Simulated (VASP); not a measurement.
# Cs2TlBiSe6 (Fm-3m) in VASP: single point with r2SCAN

Aim: the single point of Cs2TlBiSe6 with r2SCAN.

All numbers are computed with VASP 6.6.1; they aren't measurements. Logs are shortened: lines on timing, memory, paths and dates and some standing lists are left out, and cuts for length are marked.

## (1) The cell of the first run

The structure is cubic, space group Fm-3m (No. 225). The conventional cell has a = 11.064 Å, b = 11.064 Å, c = 11.064 Å, α = 90.00°, β = 90.00°, γ = 90.00°. Within 3.9 Å of Tl (site symmetry m-3m) lie 6 Se at 2.99 Å. Within 5.1 Å of Cs (site symmetry -43m) lie 12 Se at 3.92 Å and 4 Tl at 4.79 Å and 4 Bi at 4.79 Å. Se (site symmetry 4mm) has 1 Bi at 2.54 Å and 1 Tl at 2.99 Å within 3.4 Å. Bi (site symmetry m-3m) has 6 Se at 2.54 Å within 3.4 Å.

## (2) Single point, r2SCAN

Contents of POSCAR:

```
Cs2TlBiSe6
1.0
    0.0000000000      5.5319650000      5.5319650000
    5.5319650000      0.0000000000      5.5319650000
    5.5319650000      5.5319650000      0.0000000000
Tl Cs Se Bi
1 2 6 1
Direct
    0.5000000000      0.5000000000      0.5000000000
    0.2500000000      0.2500000000      0.2500000000
    0.7500000000      0.7500000000      0.7500000000
    0.7700000000      0.2300000000      0.2300000000
    0.2300000000      0.7700000000      0.2300000000
    0.2300000000      0.7700000000      0.7700000000
    0.7700000000      0.2300000000      0.7700000000
    0.2300000000      0.2300000000      0.7700000000
    0.7700000000      0.7700000000      0.2300000000
    0.0000000000      0.0000000000      0.0000000000
```

Contents of INCAR.step1:

```
ALGO = Normal ; EDIFF = 1E-4
ENCUT = 520 ; GGA = PE
ISMEAR = -1 ; LASPH = T
LCHARG = F ; LREAL = F
LWAVE = T ; NBANDS = 52
NELM = 80 ; PREC = Accurate
SIGMA = 0.1
```

Contents of INCAR.step2:

```
ALGO = Normal ; EDIFF = 1E-6
ENCUT = 520 ; ISIF = 2
ISMEAR = -1 ; ISTART = 1
LASPH = T ; LCHARG = F
LMIXTAU = T ; LREAL = F
LWAVE = F ; METAGGA = R2SCAN
NBANDS = 52 ; NELM = 80
PREC = Accurate ; SIGMA = 0.1
```

Contents of KPOINTS:

```
k-points
0
Gamma
  3 3 3
```

Potentials or basis: VASP PAW PBE potentials, release 64 (Tl_d, Cs_sv, Se, Bi_d).

On the command line:

```sh
$ cat potpaw_PBE.64/Tl_d/POTCAR potpaw_PBE.64/Cs_sv/POTCAR potpaw_PBE.64/Se/POTCAR potpaw_PBE.64/Bi_d/POTCAR > POTCAR
$ cp INCAR.step1 INCAR
$ mpirun -np 1 vasp_std > vasp.out
$ cp INCAR.step2 INCAR
$ mpirun -np 1 vasp_std > vasp.out
```

OUTCAR:

```text
EDIFF = 1E-6
   ENCUT = 520
   ISIF = 2
   ISMEAR = -1
   ISTART = 1
   LASPH = T
   LREAL = F
   METAGGA = R2SCAN
   NELM = 80
   PREC = Accurate

 ion  position               nearest neighbor table
   1  0.500  0.500  0.500-   4 2.99   5 2.99   6 2.99   7 2.99   8 2.99   9 2.99
   2  0.250  0.250  0.250-
   3  0.750  0.750  0.750-
   4  0.770  0.230  0.230-  10 2.54   1 2.99
   5  0.230  0.770  0.230-  10 2.54   1 2.99
   6  0.230  0.770  0.770-  10 2.54   1 2.99
   7  0.770  0.230  0.770-  10 2.54   1 2.99
   8  0.230  0.230  0.770-  10 2.54   1 2.99
   9  0.770  0.770  0.230-  10 2.54   1 2.99
  10  0.000  0.000  0.000-   4 2.54   5 2.54   6 2.54   7 2.54   8 2.54   9 2.54

  LATTYP: Found a face centered cubic cell.
 ALAT       =    11.0639300000

  Lattice vectors:

 A1 = (   0.0000000000,   5.5319650000,   5.5319650000)
 A2 = (   5.5319650000,   0.0000000000,   5.5319650000)
 A3 = (   5.5319650000,   5.5319650000,   0.0000000000)

Analysis of symmetry for initial positions (statically):
=====================================================================
 Subroutine PRICEL returns:
 Original cell was already a primitive cell.

 Routine SETGRP: Setting up the symmetry group for a
 face centered cubic supercell.

 Subroutine GETGRP returns: Found 48 space group operations
 (whereof 48 operations were pure point group operations)
 out of a pool of 48 trial point group operations.

The static configuration has the point symmetry O_h .

Analysis of symmetry for dynamics (positions and initial velocities):
=====================================================================
 Subroutine PRICEL returns:
 Original cell was already a primitive cell.

 Routine SETGRP: Setting up the symmetry group for a
 face centered cubic supercell.

 Subroutine GETGRP returns: Found 48 space group operations
 (whereof 48 operations were pure point group operations)
 out of a pool of 48 trial point group operations.

The dynamic configuration has the point symmetry O_h .

 Subroutine INISYM returns: Found 48 space group operations
 (whereof 48 operations are pure point group operations),
 and found     1 'primitive' translations

----------------------------------------------------------------------------------------

                                     Primitive cell

  volume of cell :     338.5854

  direct lattice vectors                    reciprocal lattice vectors
     0.000000000  5.531965000  5.531965000    -0.090383797  0.090383797  0.090383797
     5.531965000  0.000000000  5.531965000     0.090383797 -0.090383797  0.090383797
     5.531965000  5.531965000  0.000000000     0.090383797  0.090383797 -0.090383797

  length of vectors
     7.823379930  7.823379930  7.823379930     0.156549328  0.156549328  0.156549328

  position of ions in fractional coordinates (direct lattice)
     0.500000000  0.500000000  0.500000000
     0.250000000  0.250000000  0.250000000
     0.750000000  0.750000000  0.750000000
     0.770000000  0.230000000  0.230000000
     0.230000000  0.770000000  0.230000000
     0.230000000  0.770000000  0.770000000
     0.770000000  0.230000000  0.770000000
     0.230000000  0.230000000  0.770000000
     0.770000000  0.770000000  0.230000000
     0.000000000  0.000000000  0.000000000

  ion indices of the primitive-cell ions
   primitive index   ion index
                 1           1
                 2           2
                 3           3
                 4           4
                 5           5
                 6           6
                 7           7
                 8           8
                 9           9
                10          10

----------------------------------------------------------------------------------------

 KPOINTS: k-points

Automatic generation of k-mesh.
 Grid dimensions read from file:
 generate k-points for:    3    3    3

 Generating k-lattice:

  Cartesian coordinates                     Fractional coordinates (reciprocal lattice)
    -0.030127932  0.030127932  0.030127932     0.333333333  0.000000000  0.000000000
     0.030127932 -0.030127932  0.030127932     0.000000000  0.333333333  0.000000000
     0.030127932  0.030127932 -0.030127932     0.000000000  0.000000000  0.333333333

  Length of vectors
     0.052183109  0.052183109  0.052183109

  Shift w.r.t. Gamma in fractional coordinates (k-lattice)
     0.000000000  0.000000000  0.000000000

 Subroutine IBZKPT returns following result:
 ===========================================

 Found      4 irreducible k-points:

 Following reciprocal coordinates:
            Coordinates               Weight
  0.000000  0.000000  0.000000      1.000000
  0.333333  0.000000  0.000000      8.000000
  0.333333  0.333333  0.000000      6.000000
 -0.333333  0.333333  0.000000     12.000000
   k-points           NKPTS =      4   k-points in BZ     NKDIM =      4   number of bands    NBANDS=     52
   number of dos      NEDOS =    301   number of ions     NIONS =     10
   total plane-waves  NPLWV = 216000
   dimension x,y,z NGX =    60 NGY =   60 NGZ =   60
   dimension x,y,z NGXF=   120 NGYF=  120 NGZF=  120
   ions per type =               1   2   6   1
   NGX,Y,Z   is equivalent  to a cutoff of  12.75, 12.75, 12.75 a.u.
   NGXF,Y,Z  is equivalent  to a cutoff of  25.50, 25.50, 25.50 a.u.
 SYSTEM =  unknown system
   PREC   = accura    normal or accurate (medium, high low for compatibility)
   ISTART =      1    job   : 0-new  1-cont  2-samecut
   ICHARG =      0    charge: 1-file 2-atom 10-const
   ISPIN  =      1    spin polarized calculation?
   LNONCOLLINEAR =      F non collinear calculations
   LSORBIT =      F    spin-orbit coupling
   LASPH  =      T    aspherical Exc in radial PAW
   ENCUT  =  520.0 eV  38.22 Ry    6.18 a.u.  14.55 14.55 14.55*2*pi/ulx,y,z
   NELM   =     80;   NELMIN=  2; NELMDL=  0     # of ELM steps
   EDIFF  = 0.1E-05   stopping-criterion for ELM
   LREAL  =      F    real-space projection
   EDIFFG = 0.1E-04   stopping-criterion for IOM
   NSW    =      0    number of steps for IOM
   IBRION =     -1    ionic relax: 0-MD 1-quasi-New 2-CG
   NFREE  =      0    steps in history (QN), initial steepest desc. (CG)
   ISIF   =      2    stress and relaxation
   ISYM   =      2    0-nonsym 1-usesym 2-fastsym
   POTIM  = 0.5000    time-step for ionic-motion
   TEBEG  =    0.0;   TEEND  =   0.0 temperature during run
   PSTRESS=    0.0 pullay stress
   NELECT =      82.0000    total number of electrons
   NUPDOWN=      -1.0000    fix difference up-down
   EMIN   =  10.00;   EMAX   =-10.00  energy-range for DOS
   EFERMI =   0.00;   METHOD = LEGACY
   ISMEAR =    -1;   SIGMA  =   0.10  broadening in eV -4-tet -1-fermi 0-gaus
   EFERMI_NEDOS =   21; number of points for ismear=-14 and -15
   IALGO  =     38    algorithm
   IMIX   =      4    mixing-type and parameters
     AMIX     =   0.40;   BMIX     =  1.00
     AMIX_MAG =   1.60;   BMIX_MAG =  1.00
  volume/ion in A,a.u.               =      33.86       228.49
  Fermi-wavevector in a.u.,A,eV,Ry     =   1.020446  1.928363 14.167883  1.041310
  Thomas-Fermi vector in A             =   2.154016
   LORBIT       =      0    0 simple, 1 ext, 2 COOP (PROOUT), +10 PAW based schemes
   METAGGA = R2SCAN    functional components
   LHFCALC =     F    Hartree Fock is set to
   AEXX    =    0.0000 exact exchange contribution
   IVDW    =     0    specifies the selected vdW correction
   LEPSILON=     F    determine dielectric tensor
   LRPA    =     F    only Hartree local field effects (RPA)
 non-spin polarized calculation
  energy-cutoff  :      520.00
  volume of cell :      338.59
 maximum number of plane-waves:      9185
 NGX is ok and might be reduce to    60
   NGX = 29   NGY = 29   NGZ = 29

 number of electron      82.0000003 magnetization

 Free energy of the ion-electron system (eV)
  ---------------------------------------------------
  ext. energy  EPLUGINS =         0.00000000
  ---------------------------------------------------
  free energy    TOTEN  =      -249.43893975 eV

  energy without entropy =     -249.15072538  energy(sigma->0) =     -249.29483256

 E-fermi :   1.5936     XC(G=0):  -8.9472

 val. band max:        1.5812470638   @ k =   0.3333   0.3333   0.0000
 cond. band min:       1.6840391912   @ k =   0.3333   0.0000   0.0000
 fundamental gap:      0.1027921275
 Fermi energy:         1.5935786029

 k-point     1 :       0.0000    0.0000    0.0000
  band No.  band energies     occupation
      1     -22.3634      2.00000
      2     -22.3634      2.00000
      3     -22.1438      2.00000
      4     -22.1438      2.00000
      5     -22.1438      2.00000
      6     -19.4141      2.00000
[... 44 lines left out ...]
     51       7.3345      0.00000
     52       7.3468      0.00000

 k-point     2 :       0.3333    0.0000    0.0000
  band No.  band energies     occupation
      1     -22.3634      2.00000
      2     -22.3634      2.00000
      3     -22.1438      2.00000
      4     -22.1437      2.00000
      5     -22.1437      2.00000
      6     -19.4114      2.00000
[... 44 lines left out ...]
     51       7.7662      0.00000
     52       8.1775      0.00000

 k-point     3 :       0.3333    0.3333    0.0000
  band No.  band energies     occupation
      1     -22.3634      2.00000
      2     -22.3634      2.00000
      3     -22.1438      2.00000
      4     -22.1437      2.00000
      5     -22.1437      2.00000
      6     -19.4113      2.00000
[... 44 lines left out ...]
     51       7.7302      0.00000
     52       8.1796      0.00000

 k-point     4 :      -0.3333    0.3333    0.0000
  band No.  band energies     occupation
      1     -22.3634      2.00000
      2     -22.3634      2.00000
      3     -22.1438      2.00000
      4     -22.1437      2.00000
      5     -22.1437      2.00000
      6     -19.4089      2.00000
[... 44 lines left out ...]
     51       8.3148      0.00000
     52       8.3829      0.00000

------------------------ aborting loop because EDIFF is reached ----------------------------------------

  FORCE on cell =-STRESS in cart. coord.  units (eV):
  Direction    XX          YY          ZZ          XY          YZ          ZX
  --------------------------------------------------------------------------------------
  -------------------------------------------------------------------------------------
  Total        7.4768370      7.4768370      7.4768370      0.0000000     -0.0000000      0.0000000
  in kB       35.3801955     35.3801955     35.3801955      0.0000000     -0.0000000      0.0000000
  external PRESSURE =      35.3801955 kB  Pullay stress =       0.0000000 kB

 VOLUME and BASIS-vectors are now :
 -----------------------------------------------------------------------------
  energy-cutoff  :      520.00
  volume of cell :      338.59
      direct lattice vectors                 reciprocal lattice vectors
     0.000000000  5.531965000  5.531965000    -0.090383797  0.090383797  0.090383797
     5.531965000  0.000000000  5.531965000     0.090383797 -0.090383797  0.090383797
     5.531965000  5.531965000  0.000000000     0.090383797  0.090383797 -0.090383797

 POSITION                                       TOTAL-FORCE (eV/Angst)
 -----------------------------------------------------------------------------------
      5.53196      5.53196      5.53196        -0.000000      0.000000      0.000000
      2.76598      2.76598      2.76598        -0.000000     -0.000000      0.000000
      8.29795      8.29795      8.29795         0.000000      0.000000      0.000000
      2.54470      5.53196      5.53196         2.044116      0.000000      0.000000
      5.53196      2.54470      5.53196        -0.000000      2.044116      0.000000
      8.51923      5.53196      5.53196        -2.044116      0.000000      0.000000
      5.53196      8.51923      5.53196        -0.000000     -2.044116      0.000000
      5.53196      5.53196      2.54470        -0.000000      0.000000      2.044116
      5.53196      5.53196      8.51923        -0.000000      0.000000     -2.044116
      0.00000      0.00000      0.00000        -0.000000      0.000000      0.000000
 -----------------------------------------------------------------------------------
    total drift:                                0.000000     -0.000000      0.000000

  FREE ENERGIE OF THE ION-ELECTRON SYSTEM (eV)
  ---------------------------------------------------
  free  energy   TOTEN  =      -249.4389397457 eV

  energy  without entropy=     -249.1507253755  energy(sigma->0) =     -249.29483256
```

Run time: 6.3 min. Hardware: 1 thread of AMD EPYC 7R13 (Zen 3), shared host; peak memory 0.57 GiB.

What came out:

```yaml
Free_energy: -249.4389 eV
Pressure: 3.5 GPa
Largest_force: 2.044 eV/Å
Band_gap_on_the_k_mesh: zero (bands 41 and 42 overlap by 0.39 eV)
```

Forces on the atoms (eV/Å):
```
Tl   0.000  0.000  0.000
Cs   0.000  0.000  0.000
Cs   0.000  0.000  0.000
Se   2.044  0.000  0.000
Se   0.000  2.044  0.000
Se  -2.044  0.000  0.000
Se   0.000 -2.044  0.000
Se   0.000  0.000  2.044
Se   0.000  0.000 -2.044
Bi   0.000  0.000  0.000
```

Levels at points of the mesh, in eV from the Fermi level:
```csv
k point,band 38,band 39,band 40,band 41,band 42,band 43
"(0.00, 0.00, 0.00)",-0.42,-0.42,-0.42,0.38,0.38,0.38
```

Caveat: the cell stands under pressure; the PAW data sets were made with another functional, which shifts forces and pressure a little; spin-orbit coupling is left out, which moves the levels of the heavy elements.
